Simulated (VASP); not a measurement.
# B2Se in VASP: a series of runs

B2Se is run at these levels: PBE; tasks: single point.

Program: VASP 6.6.1. These are calculated values, not measurements. Logs are shortened: lines on timing, memory, paths and dates and some standing lists are left out, and cuts for length are marked.

### 1 The cell of the first run

The structure is orthorhombic, space group Cmmm (No. 65). Conventional cell: a = 2.730 Å, b = 5.786 Å, c = 4.446 Å, α = 90.00°, β = 90.00°, γ = 90.00°. B (site symmetry m2m) has 3 B at 1.75 to 1.78 Å and 2 Se at 2.39 Å within 2.4 Å. Within 3.3 Å of Se (site symmetry mmm) lie 12 B at 2.39 to 3.30 Å and 6 Se at 2.73 to 3.20 Å.

The cell was generated, and may not be a known phase.

### 2 Single point, PBE

Input file INCAR:

```
SYSTEM = B2Se
PREC = Accurate ; ENCUT = 520
EDIFF = 1E-7 ; ISMEAR = 0
SIGMA = 0.1 ; LREAL = .FALSE.
LASPH = .TRUE. ; NELM = 80
ALGO = Normal ; ISIF = 2
LWAVE = .FALSE. ; LCHARG = .FALSE.
GGA = PE ; NBANDS = 13
```

Input file KPOINTS:

```
Automatic mesh
0
G
  8 8 4
  0 0 0
```

Input file POSCAR:

```
B2Se
1.0
    1.3650428776     -2.8928437498      0.0000000000
    1.3650428776      2.8928437498      0.0000000000
    0.0000000000      0.0000000000      4.4459512340
B Se
2 1
Direct
    0.8490871895      0.1509128105      0.0000000000
    0.1509128105      0.8490871895      0.0000000000
    0.0000000000      0.0000000000      0.5000000000
```

Potentials or basis: VASP PAW PBE potentials, release 64 (B, Se).

On the command line:

```bash
cat potpaw_PBE.64/B/POTCAR potpaw_PBE.64/Se/POTCAR > POTCAR
mpirun -np 1 vasp_std > vasp.out
```

OUTCAR:

```text
SYSTEM = B2Se
   PREC = Accurate
   ENCUT = 520
   EDIFF = 1E-7
   ISMEAR = 0
   LREAL = .FALSE.
   LASPH = .TRUE.
   NELM = 80
   ISIF = 2
   GGA = PE

 ion  position               nearest neighbor table
   1  0.849  0.151  0.000-   2 1.75   2 1.78   2 1.78   3 2.39   3 2.39
   2  0.151  0.849  0.000-   1 1.75   1 1.78   1 1.78   3 2.39   3 2.39
   3  0.000  0.000  0.500-   1 2.39   2 2.39   1 2.39   2 2.39

  LATTYP: Found a base centered orthorhombic cell.
 ALAT       =     2.7300857552
 B/A-ratio  =     2.1192328807
 C/A-ratio  =     1.6285024108

  Lattice vectors:

 A1 = (   1.3650428776,  -2.8928437498,   0.0000000000)
 A2 = (   1.3650428776,   2.8928437498,   0.0000000000)
 A3 = (   0.0000000000,   0.0000000000,   4.4459512340)

Analysis of symmetry for initial positions (statically):
=====================================================================
 Subroutine PRICEL returns:
 Original cell was already a primitive cell.

 Routine SETGRP: Setting up the symmetry group for a
 base centered orthorhombic supercell.

 Subroutine GETGRP returns: Found  8 space group operations
 (whereof  8 operations were pure point group operations)
 out of a pool of  8 trial point group operations.

The static configuration has the point symmetry D_2h.

Analysis of symmetry for dynamics (positions and initial velocities):
=====================================================================
 Subroutine PRICEL returns:
 Original cell was already a primitive cell.

 Routine SETGRP: Setting up the symmetry group for a
 base centered orthorhombic supercell.

 Subroutine GETGRP returns: Found  8 space group operations
 (whereof  8 operations were pure point group operations)
 out of a pool of  8 trial point group operations.

The dynamic configuration has the point symmetry D_2h.

 Subroutine INISYM returns: Found  8 space group operations
 (whereof  8 operations are pure point group operations),
 and found     1 'primitive' translations

----------------------------------------------------------------------------------------

                                     Primitive cell

  volume of cell :      35.1128

  direct lattice vectors                    reciprocal lattice vectors
     1.365042878 -2.892843750  0.000000000     0.366288860 -0.172840306  0.000000000
     1.365042878  2.892843750  0.000000000     0.366288860  0.172840306  0.000000000
     0.000000000  0.000000000  4.445951234     0.000000000  0.000000000  0.224923745

  length of vectors
     3.198732095  3.198732095  4.445951234     0.405020124  0.405020124  0.224923745

  position of ions in fractional coordinates (direct lattice)
     0.849087189  0.150912811  0.000000000
     0.150912811  0.849087189  0.000000000
     0.000000000  0.000000000  0.500000000

  ion indices of the primitive-cell ions
   primitive index   ion index
                 1           1
                 2           2
                 3           3

----------------------------------------------------------------------------------------

 KPOINTS: Automatic mesh

Automatic generation of k-mesh.
 Grid dimensions read from file:
 generate k-points for:    8    8    4

 Generating k-lattice:

  Cartesian coordinates                     Fractional coordinates (reciprocal lattice)
     0.045786108 -0.021605038  0.000000000     0.125000000  0.000000000  0.000000000
     0.045786108  0.021605038  0.000000000     0.000000000  0.125000000  0.000000000
     0.000000000  0.000000000  0.056230936     0.000000000  0.000000000  0.250000000

  Length of vectors
     0.050627515  0.050627515  0.056230936

  Shift w.r.t. Gamma in fractional coordinates (k-lattice)
     0.000000000  0.000000000  0.000000000

 Subroutine IBZKPT returns following result:
 ===========================================

 Found     63 irreducible k-points:

 Following reciprocal coordinates:
            Coordinates               Weight
  0.000000  0.000000  0.000000      1.000000
  0.125000 -0.000000  0.000000      4.000000
  0.250000 -0.000000  0.000000      4.000000
  0.375000  0.000000  0.000000      4.000000
  0.500000 -0.000000  0.000000      2.000000
  0.125000  0.125000  0.000000      2.000000
[... 16 lines left out ...]
  0.125000 -0.000000  0.250000      8.000000
  0.250000 -0.000000  0.250000      8.000000
 [... further k-points ...]
   k-points           NKPTS =     63   k-points in BZ     NKDIM =     63   number of bands    NBANDS=     13
   number of dos      NEDOS =    301   number of ions     NIONS =      3
   total plane-waves  NPLWV =  20736
   dimension x,y,z NGX =    24 NGY =   24 NGZ =   36
   dimension x,y,z NGXF=    48 NGYF=   48 NGZF=   72
   ions per type =               2   1
   NGX,Y,Z   is equivalent  to a cutoff of  12.47, 12.47, 13.46 a.u.
   NGXF,Y,Z  is equivalent  to a cutoff of  24.95, 24.95, 26.92 a.u.
 SYSTEM =  B2Se
   PREC   = accura    normal or accurate (medium, high low for compatibility)
   ISTART =      0    job   : 0-new  1-cont  2-samecut
   ICHARG =      2    charge: 1-file 2-atom 10-const
   ISPIN  =      1    spin polarized calculation?
   LNONCOLLINEAR =      F non collinear calculations
   LSORBIT =      F    spin-orbit coupling
   LASPH  =      T    aspherical Exc in radial PAW
   ENCUT  =  520.0 eV  38.22 Ry    6.18 a.u.   5.95  5.95  8.27*2*pi/ulx,y,z
   NELM   =     80;   NELMIN=  2; NELMDL= -5     # of ELM steps
   EDIFF  = 0.1E-06   stopping-criterion for ELM
   LREAL  =      F    real-space projection
   EDIFFG = 0.1E-05   stopping-criterion for IOM
   NSW    =      0    number of steps for IOM
   IBRION =     -1    ionic relax: 0-MD 1-quasi-New 2-CG
   NFREE  =      0    steps in history (QN), initial steepest desc. (CG)
   ISIF   =      2    stress and relaxation
   ISYM   =      2    0-nonsym 1-usesym 2-fastsym
   POTIM  = 0.5000    time-step for ionic-motion
   TEBEG  =    0.0;   TEEND  =   0.0 temperature during run
   PSTRESS=    0.0 pullay stress
   NELECT =      12.0000    total number of electrons
   NUPDOWN=      -1.0000    fix difference up-down
   EMIN   =  10.00;   EMAX   =-10.00  energy-range for DOS
   EFERMI =   0.00;   METHOD = LEGACY
   ISMEAR =     0;   SIGMA  =   0.10  broadening in eV -4-tet -1-fermi 0-gaus
   EFERMI_NEDOS =   21; number of points for ismear=-14 and -15
   IALGO  =     38    algorithm
   IMIX   =      4    mixing-type and parameters
     AMIX     =   0.40;   BMIX     =  1.00
     AMIX_MAG =   1.60;   BMIX_MAG =  1.00
  volume/ion in A,a.u.               =      11.70        78.98
  Fermi-wavevector in a.u.,A,eV,Ry     =   1.144581  2.162945 17.824530  1.310066
  Thomas-Fermi vector in A             =   2.281273
   LORBIT       =      0    0 simple, 1 ext, 2 COOP (PROOUT), +10 PAW based schemes
   GGA     = PE    functional components
   LHFCALC =     F    Hartree Fock is set to
   AEXX    =    0.0000 exact exchange contribution
   IVDW    =     0    specifies the selected vdW correction
   LEPSILON=     F    determine dielectric tensor
   LRPA    =     F    only Hartree local field effects (RPA)
 non-spin polarized calculation
 Gauss-broadening in eV      SIGMA  =   0.10
  energy-cutoff  :      520.00
  volume of cell :       35.11
 maximum number of plane-waves:       963
   NGX = 11   NGY = 11   NGZ = 17

 number of electron      12.0000000 magnetization

 Free energy of the ion-electron system (eV)
  ---------------------------------------------------
  ext. energy  EPLUGINS =         0.00000000
  ---------------------------------------------------
  free energy    TOTEN  =       -15.00356605 eV

  energy without entropy =      -15.00106177  energy(sigma->0) =      -15.00231391

 E-fermi :   5.6260     XC(G=0): -11.0961

 val. band max:        5.6183727521   @ k =   0.5000   0.2500   0.0000
 cond. band min:       5.6453958898   @ k =  -0.3750   0.2500   0.5000
 fundamental gap:      0.0270231377
 Fermi energy:         5.6259566486

 k-point     1 :       0.0000    0.0000    0.0000
  band No.  band energies     occupation
      1     -10.4542      2.00000
      2      -3.4862      2.00000
      3      -1.7518      2.00000
      4       4.1783      2.00000
      5       5.9375      0.00001
      6       8.7989      0.00000
      7       9.2818      0.00000
      8      11.9732      0.00000
      9      13.2506      0.00000
     10      13.5109      0.00000
     11      14.5272      0.00000
     12      14.9111      0.00000
     13      17.3002      0.00000

 k-point     2 :       0.1250   -0.0000    0.0000
  band No.  band energies     occupation
      1     -10.1401      2.00000
      2      -3.2202      2.00000
      3      -1.4506      2.00000
      4       3.6219      2.00000
      5       5.9860      0.00000
      6       6.9780      0.00000
      7       8.0628      0.00000
      8      11.4737      0.00000
      9      13.4896      0.00000
     10      13.8148      0.00000
     11      13.9276      0.00000
     12      15.7144      0.00000
     13      18.3864      0.00000

 k-point     3 :       0.2500   -0.0000    0.0000
  band No.  band energies     occupation
      1      -9.2334      2.00000
      2      -2.4553      2.00000
      3      -0.5999      2.00000
      4       2.1755      2.00000
      5       4.3085      2.00000
      6       5.4063      1.99810
      7       6.1076      0.00000
      8      10.3093      0.00000
      9      12.8702      0.00000
     10      13.7024      0.00000
     11      14.9543      0.00000
     12      15.4441      0.00000
     13      16.1121      0.00000
[... 305 lines left out ...]
 k-point    23 :       0.1250   -0.0000    0.2500
  band No.  band energies     occupation
      1      -9.8955      2.00000
      2      -5.0854      2.00000
      3       1.1645      2.00000
      4       3.9182      2.00000
      5       5.7646      0.04990
      6       7.1537      0.00000
      7       7.9252      0.00000
      8      10.0623      0.00000
      9      12.2305      0.00000
     10      13.2553      0.00000
     11      14.7660      0.00000
     12      15.3064      0.00000
     13      17.9565      0.00000

 k-point    24 :       0.2500   -0.0000    0.2500
  band No.  band energies     occupation
      1      -8.9923      2.00000
      2      -4.2230      2.00000
      3       1.4319      2.00000
      4       3.0173      2.00000
      5       4.3989      2.00000
      6       5.2607      2.00000
      7       5.4314      1.99407
      8      10.5295      0.00000
      9      11.6452      0.00000
     10      12.7316      0.00000
     11      14.3315      0.00000
     12      15.4885      0.00000
     13      17.9391      0.00000

 [... further k-points ...]
[... 5 lines left out ...]
  --------------------------------------------------------------------------------------
  -------------------------------------------------------------------------------------
  Total        0.0020825     -0.0244310      0.0830340     -0.0000000      0.0000000      0.0000000
  in kB        0.0950245     -1.1147710      3.7887921     -0.0000000      0.0000000      0.0000000
  external PRESSURE =       0.9230152 kB  Pullay stress =       0.0000000 kB

 VOLUME and BASIS-vectors are now :
 -----------------------------------------------------------------------------
  energy-cutoff  :      520.00
  volume of cell :       35.11
      direct lattice vectors                 reciprocal lattice vectors
     1.365042878 -2.892843750  0.000000000     0.366288860 -0.172840306  0.000000000
     1.365042878  2.892843750  0.000000000     0.366288860  0.172840306  0.000000000
     0.000000000  0.000000000  4.445951234     0.000000000  0.000000000  0.224923745

 POSITION                                       TOTAL-FORCE (eV/Angst)
 -----------------------------------------------------------------------------------
      1.36504     -2.01971      0.00000         0.000000     -0.002702      0.000000
      1.36504      2.01971      0.00000         0.000000      0.002702      0.000000
      0.00000      0.00000      2.22298         0.000000     -0.000000      0.000000
 -----------------------------------------------------------------------------------
    total drift:                               -0.000000     -0.000000      0.000000

  FREE ENERGIE OF THE ION-ELECTRON SYSTEM (eV)
  ---------------------------------------------------
  free  energy   TOTEN  =       -15.0035660484 eV

  energy  without entropy=      -15.0010617729  energy(sigma->0) =      -15.00231391
```

Run time: 12 s. Hardware: 1 thread of Intel Xeon 6975P-C (Granite Rapids), shared host; peak memory 0.17 GiB.

Results:

```
Free energy            : -15.0036 eV
Pressure               : 0.1 GPa
Band gap on the k mesh : zero (bands 6 and 7 overlap by 4.66 eV)
```

Forces in eV/Å, atoms in the order of the input:
```
B    0.000 -0.003  0.000
B    0.000  0.003  0.000
Se   0.000  0.000  0.000
```

### 3 Single point, PBE

This run uses another cell than the first one: it holds 6 atoms, not 3.

Input file INCAR:

```
SYSTEM = B2Se
ALGO     = Normal         ! electronic algorithm
EDIFF    = 1E-6           ! SCF threshold, eV
ENCUT    = 520            ! plane-wave cutoff, eV
GGA      = PE             ! functional
ISIF     = 2              ! what is computed and relaxed
ISMEAR   = 0              ! smearing method
LASPH    = .True.         ! aspherical terms in the spheres
LCHARG   = .True.         ! write CHGCAR
LELF     = .True.         ! ELF
LREAL    = .False.        ! projectors in reciprocal space
LVHAR    = .True.       
LWAVE    = .False.        ! write WAVECAR
NBANDS   = 21             ! bands
NELM     = 80             ! most SCF steps
PREC     = Accurate       ! precision mode
SIGMA    = 0.1            ! smearing width, eV
```

Input file KPOINTS:

```
k-points
0
Gamma
  4 4 4
  0 0 0
```

Input file POSCAR:

```
B2Se
1.0
    2.7670260328      0.0000000000      0.0000000000
    0.0000000000      4.5232594925      0.0000000000
    0.0000000000      0.0000000000      5.6915003937
B Se
4 2
Direct
    0.5000000000     -0.0025858261      0.3470063580
    0.0000000000     -0.0025858261      0.1529936420
    0.0000000000      1.0025858261      0.8470063580
    0.5000000000      1.0025858261      0.6529936420
    0.0000000000      0.5000000000      0.0000000000
    0.5000000000      0.5000000000      0.5000000000
```

Potentials or basis: VASP PAW PBE potentials, release 64 (B, Se).

On the command line:

```bash
cat potpaw_PBE.64/B/POTCAR potpaw_PBE.64/Se/POTCAR > POTCAR
mpirun -np 1 vasp_std > vasp.out
```

Wall time 21 s (1 thread of Intel Xeon 6975P-C (Granite Rapids), shared host); peak memory 0.19 GiB.

The run converged. Its results:

```yaml
Free_energy: -29.9387 eV
Pressure: 0.0 GPa
Largest_force: 0.016 eV/Å
Band_gap_on_the_k_mesh: zero (bands 12 and 13 overlap by 3.22 eV)
```

Forces in eV/Å, atoms in the order of the input:
```
B    0.000  0.000  0.016
B    0.000  0.000 -0.016
B    0.000  0.000  0.016
B    0.000  0.000 -0.016
Se   0.000  0.000  0.000
Se   0.000  0.000  0.000
```

Stress tensor (GPa, compression positive):
```
-0.14  0.00  0.00
 0.00  0.09  0.00
 0.00  0.00 -0.05
```

Levels at points of the mesh, in eV from the Fermi level:
```csv
k point,band 10,band 11,band 12,band 13,band 14,band 15
"(0.00, 0.00, 0.00)",-0.92,0.16,0.85,2.99,3.70,3.77
"(0.50, 0.00, 0.00)",-4.25,-2.36,-2.36,-0.40,-0.40,3.05
"(0.00, 0.50, 0.00)",0.90,0.96,1.58,2.68,3.04,3.43
"(0.50, 0.50, 0.00)",-4.44,-2.51,-2.51,2.67,2.67,2.80
"(0.00, 0.00, 0.50)",-0.93,1.08,1.08,2.42,2.42,4.14
"(0.50, 0.00, 0.50)",-3.59,-2.22,-2.22,-0.55,-0.55,2.19
"(0.00, 0.50, 0.50)",0.74,1.02,1.02,1.60,1.60,3.30
"(0.50, 0.50, 0.50)",-2.44,-0.85,-0.85,2.56,2.56,2.81
```

Caveat: the k points lie up to 0.57 Å⁻¹ apart, too coarse for converged energies and pressures of a metal.

The gap in the log of VASP goes by the Fermi energy; the results here count the filled bands.